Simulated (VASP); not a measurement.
Ir: single point with PBEsol

Ir:

```
CELL_PARAMETERS angstrom
0.00000 2.07328 1.76612
2.07328 0.00000 1.76612
2.07328 2.07328 0.00000
ATOMIC_POSITIONS crystal
Ir 0.00000 0.00000 0.00000
```

This cell differs from its parent crystal: strain +0.080 along x and y, -0.080 along z.

```json
{
 "Program": "VASP 6.6.1",
 "Task": "single point",
 "Functional": "PBEsol",
 "Potentials or basis": "VASP PAW PBE potentials, release 64 (Ir_sv_GW)",
 "Cutoff": "560 eV",
 "k mesh": "22 × 22 × 22",
 "Occupations": "gaussian, width 0.15 eV",
 "Spin": "no spin polarisation"
}
```

```json
{"Pressure": "-22.0 GPa", "Band gap on the k mesh": "zero (an odd number of electrons rules out a gap without spin polarisation)"}
```

Stress tensor (GPa, compression positive):
```
-34.96   0.00   0.00
  0.00 -34.96   0.00
  0.00   0.00   3.96
```

Levels at points of the mesh, in eV from the Fermi level:
```csv
k point,band 6,band 7,band 8,band 9,band 10,band 11
"(0.00, 0.00, 0.00)",-3.78,-3.78,-2.23,-2.13,-0.15,14.29
"(0.50, 0.00, 0.00)",-4.43,-2.32,-0.46,0.27,1.46,6.84
"(0.50, 0.50, 0.00)",-6.67,0.88,1.44,1.44,4.12,9.43
"(0.50, 0.00, 0.50)",-6.24,0.50,0.51,0.76,1.97,8.45
```

It took 2.2 min on 1 thread of Intel(R) Xeon(R) Platinum 8259CL CPU @ 2.50GHz (Skylake/Cascade Lake) (shared host), peak memory 0.32 GiB.

Caveat: the cell differs from its parent crystal (strain +0.080 along x and y, -0.080 along z); the stress differs along the axes, from -35 to 4 GPa; the PAW data sets were made with another functional, which shifts forces and pressure a little; spin-orbit coupling is left out, which moves the levels of the heavy elements.
